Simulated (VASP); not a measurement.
# KCl (Sylvite) (I4/mmm) in VASP: further runs

KCl (Sylvite) is run at these levels: PBE; tasks: single point.

Everything below comes from runs of VASP 6.6.1. Logs are shortened: lines on timing, memory, paths and dates and some standing lists are left out, and cuts for length are marked.

## (1) The cell of the first run

Symmetry: I4/mmm, No. 139, tetragonal system. Conventional cell: a = 4.371 Å, b = 4.371 Å, c = 6.321 Å, α = 90.00°, β = 90.00°, γ = 90.00°. K (site symmetry 4/mmm) has 6 Cl at 3.09 to 3.16 Å within 4.1 Å. Within 4.1 Å of Cl (site symmetry 4/mmm) lie 6 K at 3.09 to 3.16 Å.

## (2) Single point, PBE (epitaxial xy strain -1.7%)

Contents of INCAR:

```
SYSTEM = KCl
PREC     = Accurate       ! precision mode
ENCUT    = 520            ! plane-wave cutoff, eV
EDIFF    = 1E-6           ! SCF threshold, eV
ISMEAR   = -1             ! smearing method
SIGMA    = 0.02           ! smearing width, eV
LREAL    = .FALSE.        ! projectors in reciprocal space
LASPH    = .TRUE.         ! aspherical terms in the spheres
NELM     = 60             ! most SCF steps
ALGO     = Normal         ! electronic algorithm
ISIF     = 2              ! what is computed and relaxed
LWAVE    = .FALSE.        ! write WAVECAR
LCHARG   = .FALSE.        ! write CHGCAR
GGA      = PE             ! functional
NBANDS   = 15             ! bands
```

Contents of KPOINTS:

```
Automatic mesh
0
G
  8 8 8
  0 0 0
```

Contents of POSCAR:

```
KCl
1.0
    0.0000000000      3.0907557452      3.1606229363
    3.0907557452      0.0000000000      3.1606229363
    3.0907557452      3.0907557452      0.0000000000
K Cl
1 1
Direct
    0.0000000000      0.0000000000      0.0000000000
    0.5000000000      0.5000000000      0.5000000000
```

Potentials or basis: VASP PAW PBE potentials, release 64 (K_sv, Cl).

Started as:

```bash
cat potpaw_PBE.64/K_sv/POTCAR potpaw_PBE.64/Cl/POTCAR > POTCAR
mpirun -np 1 vasp_std > vasp.out
```

OUTCAR:

```text
SYSTEM = KCl
   PREC = Accurate
   ENCUT = 520
   EDIFF = 1E-6
   ISMEAR = -1
   LREAL = .FALSE.
   LASPH = .TRUE.
   NELM = 60
   ISIF = 2
   GGA = PE

 ion  position               nearest neighbor table
   1  0.000  0.000  0.000-   2 3.09   2 3.09   2 3.09   2 3.09   2 3.16   2 3.16
   2  0.500  0.500  0.500-   1 3.09   1 3.09   1 3.09   1 3.09   1 3.16   1 3.16

  LATTYP: Found a body centered tetragonal cell.
 ALAT       =     4.3709886928
 C/A-ratio  =     1.4461821608

  Lattice vectors:

 A1 = (  -3.0907557452,   0.0000000000,   3.1606229363)
 A2 = (   3.0907557452,   0.0000000000,   3.1606229363)
 A3 = (   0.0000000000,   3.0907557452,  -3.1606229363)

Analysis of symmetry for initial positions (statically):
=====================================================================
 Subroutine PRICEL returns:
 Original cell was already a primitive cell.

 Routine SETGRP: Setting up the symmetry group for a
 body centered tetragonal supercell.

 Subroutine GETGRP returns: Found 16 space group operations
 (whereof 16 operations were pure point group operations)
 out of a pool of 16 trial point group operations.

The static configuration has the point symmetry D_4h.

Analysis of symmetry for dynamics (positions and initial velocities):
=====================================================================
 Subroutine PRICEL returns:
 Original cell was already a primitive cell.

 Routine SETGRP: Setting up the symmetry group for a
 body centered tetragonal supercell.

 Subroutine GETGRP returns: Found 16 space group operations
 (whereof 16 operations were pure point group operations)
 out of a pool of 16 trial point group operations.

The dynamic configuration has the point symmetry D_4h.

 Subroutine INISYM returns: Found 16 space group operations
 (whereof 16 operations are pure point group operations),
 and found     1 'primitive' translations

----------------------------------------------------------------------------------------

                                     Primitive cell

  volume of cell :      60.3854

  direct lattice vectors                    reciprocal lattice vectors
     0.000000000  3.090755745  3.160622936    -0.161772732  0.161772732  0.158196663
     3.090755745  0.000000000  3.160622936     0.161772732 -0.161772732  0.158196663
     3.090755745  3.090755745  0.000000000     0.161772732  0.161772732 -0.158196663

  length of vectors
     4.420668323  4.420668323  4.370988693     0.278149272  0.278149272  0.278149272

  position of ions in fractional coordinates (direct lattice)
     0.000000000  0.000000000  0.000000000
     0.500000000  0.500000000  0.500000000

  ion indices of the primitive-cell ions
   primitive index   ion index
                 1           1
                 2           2

----------------------------------------------------------------------------------------

 KPOINTS: Automatic mesh

Automatic generation of k-mesh.
 Grid dimensions read from file:
 generate k-points for:    8    8    8

 Generating k-lattice:

  Cartesian coordinates                     Fractional coordinates (reciprocal lattice)
    -0.020221591  0.020221591  0.019774583     0.125000000  0.000000000  0.000000000
     0.020221591 -0.020221591  0.019774583     0.000000000  0.125000000  0.000000000
     0.020221591  0.020221591 -0.019774583     0.000000000  0.000000000  0.125000000

  Length of vectors
     0.034768659  0.034768659  0.034768659

  Shift w.r.t. Gamma in fractional coordinates (k-lattice)
     0.000000000  0.000000000  0.000000000

 Subroutine IBZKPT returns following result:
 ===========================================

 Found     59 irreducible k-points:

 Following reciprocal coordinates:
            Coordinates               Weight
  0.000000  0.000000  0.000000      1.000000
  0.125000 -0.000000  0.000000      8.000000
  0.250000 -0.000000  0.000000      8.000000
  0.375000 -0.000000  0.000000      8.000000
  0.500000 -0.000000  0.000000      4.000000
  0.125000  0.125000  0.000000      2.000000
[... 16 lines left out ...]
  0.250000 -0.000000  0.125000     16.000000
  0.375000  0.000000  0.125000     16.000000
 [... further k-points ...]
   k-points           NKPTS =     59   k-points in BZ     NKDIM =     59   number of bands    NBANDS=     15
   number of dos      NEDOS =    301   number of ions     NIONS =      2
   total plane-waves  NPLWV =  46656
   dimension x,y,z NGX =    36 NGY =   36 NGZ =   36
   dimension x,y,z NGXF=    72 NGYF=   72 NGZF=   72
   ions per type =               1   1
   NGX,Y,Z   is equivalent  to a cutoff of  13.54, 13.54, 13.69 a.u.
   NGXF,Y,Z  is equivalent  to a cutoff of  27.08, 27.08, 27.38 a.u.
 SYSTEM =  KCl
   PREC   = accura    normal or accurate (medium, high low for compatibility)
   ISTART =      0    job   : 0-new  1-cont  2-samecut
   ICHARG =      2    charge: 1-file 2-atom 10-const
   ISPIN  =      1    spin polarized calculation?
   LNONCOLLINEAR =      F non collinear calculations
   LSORBIT =      F    spin-orbit coupling
   LASPH  =      T    aspherical Exc in radial PAW
   ENCUT  =  520.0 eV  38.22 Ry    6.18 a.u.   8.22  8.22  8.13*2*pi/ulx,y,z
   NELM   =     60;   NELMIN=  2; NELMDL= -5     # of ELM steps
   EDIFF  = 0.1E-05   stopping-criterion for ELM
   LREAL  =      F    real-space projection
[... 7 lines left out ...]
   TEBEG  =    0.0;   TEEND  =   0.0 temperature during run
   PSTRESS=    0.0 pullay stress
   NELECT =      16.0000    total number of electrons
   NUPDOWN=      -1.0000    fix difference up-down
   EMIN   =  10.00;   EMAX   =-10.00  energy-range for DOS
   EFERMI =   0.00;   METHOD = LEGACY
   ISMEAR =    -1;   SIGMA  =   0.02  broadening in eV -4-tet -1-fermi 0-gaus
   EFERMI_NEDOS =   21; number of points for ismear=-14 and -15
   IALGO  =     38    algorithm
   IMIX   =      4    mixing-type and parameters
     AMIX     =   0.40;   BMIX     =  1.00
     AMIX_MAG =   1.60;   BMIX_MAG =  1.00
  volume/ion in A,a.u.               =      30.19       203.75
  Fermi-wavevector in a.u.,A,eV,Ry     =   1.051488  1.987023 15.042956  1.105626
  Thomas-Fermi vector in A             =   2.186533
   LORBIT       =      0    0 simple, 1 ext, 2 COOP (PROOUT), +10 PAW based schemes
   GGA     = PE    functional components
   LHFCALC =     F    Hartree Fock is set to
   AEXX    =    0.0000 exact exchange contribution
   IVDW    =     0    specifies the selected vdW correction
   LEPSILON=     F    determine dielectric tensor
   LRPA    =     F    only Hartree local field effects (RPA)
 non-spin polarized calculation
  energy-cutoff  :      520.00
  volume of cell :       60.39
 maximum number of plane-waves:      1647
 NGX is ok and might be reduce to    36
   NGX = 17   NGY = 17   NGZ = 17

 number of electron      16.0000002 magnetization

 Free energy of the ion-electron system (eV)
  ---------------------------------------------------
  ext. energy  EPLUGINS =         0.00000000
  ---------------------------------------------------
  free energy    TOTEN  =        -6.78733010 eV

  energy without entropy =       -6.78733010  energy(sigma->0) =       -6.78733010

 E-fermi :  -1.2441     XC(G=0):  -7.6671

 val. band max:       -1.7083917282   @ k =   0.0000   0.0000   0.0000
 cond. band min:       3.5800387028   @ k =   0.0000   0.0000   0.0000
 fundamental gap:      5.2884304309
 Fermi energy:        -1.2440502238

 k-point     1 :       0.0000    0.0000    0.0000
  band No.  band energies     occupation
      1     -28.8365      2.00000
      2     -13.8692      2.00000
      3     -12.2986      2.00000
      4     -12.2981      2.00000
      5     -12.2981      2.00000
      6      -1.7261      2.00000
      7      -1.7084      2.00000
      8      -1.7084      2.00000
      9       3.5800      0.00000
     10       6.5865      0.00000
     11       6.7314      0.00000
     12       6.7314      0.00000
     13       7.5269      0.00000
     14       7.6289      0.00000
     15      11.3822      0.00000

 k-point     2 :       0.1250   -0.0000    0.0000
  band No.  band energies     occupation
      1     -28.8347      2.00000
      2     -13.9024      2.00000
      3     -12.3006      2.00000
      4     -12.2990      2.00000
      5     -12.2562      2.00000
      6      -1.9147      2.00000
      7      -1.7742      2.00000
      8      -1.7641      2.00000
      9       3.9651      0.00000
     10       6.5589      0.00000
     11       6.8494      0.00000
     12       6.9304      0.00000
     13       7.7481      0.00000
     14       7.8566      0.00000
     15      11.9776      0.00000

 k-point     3 :       0.2500   -0.0000    0.0000
  band No.  band energies     occupation
      1     -28.8303      2.00000
      2     -13.9765      2.00000
      3     -12.3057      2.00000
      4     -12.3011      2.00000
      5     -12.1605      2.00000
      6      -2.3325      2.00000
      7      -1.8997      2.00000
      8      -1.8935      2.00000
      9       4.8634      0.00000
     10       6.4918      0.00000
     11       7.4215      0.00000
     12       7.4972      0.00000
     13       8.3571      0.00000
     14       8.4841      0.00000
     15      12.0810      0.00000
[... 343 lines left out ...]
 k-point    23 :       0.2500   -0.0000    0.1250
  band No.  band energies     occupation
      1     -28.8304      2.00000
      2     -13.9522      2.00000
      3     -12.3161      2.00000
      4     -12.3117      2.00000
      5     -12.1789      2.00000
      6      -2.2883      2.00000
      7      -1.8710      2.00000
      8      -1.8440      2.00000
      9       4.7361      0.00000
     10       6.0629      0.00000
     11       7.5514      0.00000
     12       7.6906      0.00000
     13       8.0185      0.00000
     14       8.6623      0.00000
     15      12.2712      0.00000

 k-point    24 :       0.3750    0.0000    0.1250
  band No.  band energies     occupation
      1     -28.8260      2.00000
      2     -14.0026      2.00000
      3     -12.3210      2.00000
      4     -12.3149      2.00000
      5     -12.1192      2.00000
      6      -2.5708      2.00000
      7      -2.0186      2.00000
      8      -1.9632      2.00000
      9       5.5882      0.00000
     10       6.2721      0.00000
     11       8.2005      0.00000
     12       8.4980      0.00000
     13       8.6779      0.00000
     14       9.2298      0.00000
     15      10.9772      0.00000

 [... further k-points ...]
[... 5 lines left out ...]
  --------------------------------------------------------------------------------------
  -------------------------------------------------------------------------------------
  Total        0.6821031      0.6821031      0.3172096      0.0000000     -0.0000000      0.0000000
  in kB       18.0979153     18.0979153      8.4163699      0.0000000     -0.0000000      0.0000000
  external PRESSURE =      14.8707335 kB  Pullay stress =       0.0000000 kB

 VOLUME and BASIS-vectors are now :
 -----------------------------------------------------------------------------
  energy-cutoff  :      520.00
  volume of cell :       60.39
      direct lattice vectors                 reciprocal lattice vectors
     0.000000000  3.090755745  3.160622936    -0.161772732  0.161772732  0.158196663
     3.090755745  0.000000000  3.160622936     0.161772732 -0.161772732  0.158196663
     3.090755745  3.090755745  0.000000000     0.161772732  0.161772732 -0.158196663

 POSITION                                       TOTAL-FORCE (eV/Angst)
 -----------------------------------------------------------------------------------
      0.00000      0.00000      0.00000        -0.000000     -0.000000      0.000000
      3.09076      3.09076      3.16062         0.000000      0.000000      0.000000
 -----------------------------------------------------------------------------------
    total drift:                                0.000000      0.000000      0.000000

  FREE ENERGIE OF THE ION-ELECTRON SYSTEM (eV)
  ---------------------------------------------------
  free  energy   TOTEN  =        -6.7873301017 eV

  energy  without entropy=       -6.7873301017  energy(sigma->0) =       -6.78733010
```

Run time: 39 s. Hardware: 1 thread of Intel Xeon Platinum 8259CL at 2.50GHz (Skylake/Cascade Lake), shared host; peak memory 0.23 GiB.

Results:

```
Free energy            : -6.7873 eV
Pressure               : 1.5 GPa
Band gap on the k mesh : 5.29 eV, direct
```

Caveat: the cell differs from its parent crystal (epitaxial xy strain -1.7%). A k mesh can miss the band edges.

## (3) Single point, PBE (uniaxial x strain +2.6%)

Contents of INCAR:

```
SYSTEM = KCl
PREC = Accurate
ENCUT = 520
EDIFF = 1E-7
ISMEAR = -1
SIGMA = 0.02
LREAL = .FALSE.
LASPH = .TRUE.
NELM = 100
ALGO = Normal
ISIF = 2
LWAVE = .FALSE.
LCHARG = .FALSE.
GGA = PE
NBANDS = 15
```

Contents of KPOINTS:

```
regular mesh
0
G
  8 8 8
  0 0 0
```

Contents of POSCAR:

```
KCl
1.0
    0.0000000000      3.1448471156      3.1448471156
    3.2253552018      0.0000000000      3.1448471156
    3.2253552018      3.1448471156      0.0000000000
K Cl
1 1
Direct
    0.0000000000      0.0000000000      0.0000000000
    0.5000000000      0.5000000000      0.5000000000
```

Potentials or basis: VASP PAW PBE potentials, release 64 (K_sv, Cl).

Started as:

```bash
cat potpaw_PBE.64/K_sv/POTCAR potpaw_PBE.64/Cl/POTCAR > POTCAR
mpirun -np 1 vasp_std > vasp.out
```

Wall time 45 s (1 thread of Intel Xeon Platinum 8259CL at 2.50GHz (Skylake/Cascade Lake), shared host); peak memory 0.22 GiB.

It converged, with:

| Item | Value |
| --- | --- |
| Free energy | -6.8067 eV |
| Pressure | 0.4 GPa |
| Band gap on the k mesh | 5.10 eV, direct |

Stress tensor (GPa, compression positive):
```
-0.18  0.00  0.00
 0.00  0.63  0.00
 0.00  0.00  0.63
```

Levels at points of the mesh, in eV from the valence-band top:
| k point | band 4 | band 5 | band 6 | band 7 | band 8 | band 9 | band 10 | band 11 | band 12 | band 13 |
| --- | --- | --- | --- | --- | --- | --- | --- | --- | --- | --- |
| (0.00, 0.00, 0.00) | -10.72 | -10.72 | -0.01 | 0.00 | 0.00 | 5.10 | 8.26 | 8.42 | 8.42 | 9.17 |
| (0.50, 0.00, 0.00) | -10.72 | -10.49 | -1.02 | -0.31 | -0.31 | 7.52 | 8.50 | 10.43 | 10.47 | 11.22 |
| (0.50, 0.50, 0.00) | -10.78 | -10.77 | -0.63 | -0.23 | -0.23 | 6.54 | 8.24 | 9.98 | 10.21 | 10.53 |
| (0.00, 0.50, 0.50) | -10.77 | -10.77 | -0.67 | -0.20 | -0.20 | 6.57 | 8.22 | 9.82 | 10.15 | 10.52 |

Caveat: the cell differs from its parent crystal (uniaxial x strain +2.6%). A k mesh can miss the band edges.
